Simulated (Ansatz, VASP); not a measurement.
# Na in VASP and in Ansatz

```xyz
4
Lattice="3.7004 0.0000 0.0000 -1.8502 3.2046 0.0000 0.0000 0.0000 12.5373" Properties=species:S:1:pos:R:3 pbc="T T T"
Na    1.8502    1.0682    9.4030
Na    0.0000    0.0000    6.2687
Na    0.0000    2.1364    3.1343
Na    0.0000    0.0000    0.0000
```

Alike in both runs: task single point; functional LDA; k mesh 8 × 8 × 3; occupations fermi-dirac, width 0.05 eV; no spin polarisation.

|  | VASP | Ansatz |
| --- | --- | --- |
| version | VASP 6.6.1 | Ansatz 0.2.0 |
| potentials or method | VASP PAW LDA potentials, release 64 (Na_pv), cutoff 520 eV | all-electron LAPW, scalar-relativistic |

|  | VASP | Ansatz | Ansatz less VASP |
| --- | --- | --- | --- |
| gap on the k mesh at the Fermi level (eV) | none | none | - |
| pressure (GPa) | -0.8 | -0.8 | +0.02 |
| traceless stress, the component that is largest in VASP (GPa) | -0.61 | -0.61 | +0.002 |

LDA's correlation is that of Perdew and Zunger in VASP and of Perdew and Wang (1992) in Ansatz. A gap of «none» marks a metal or a gap that the smearing closes. Ansatz ran all-electron here, and VASP with PAW potentials.
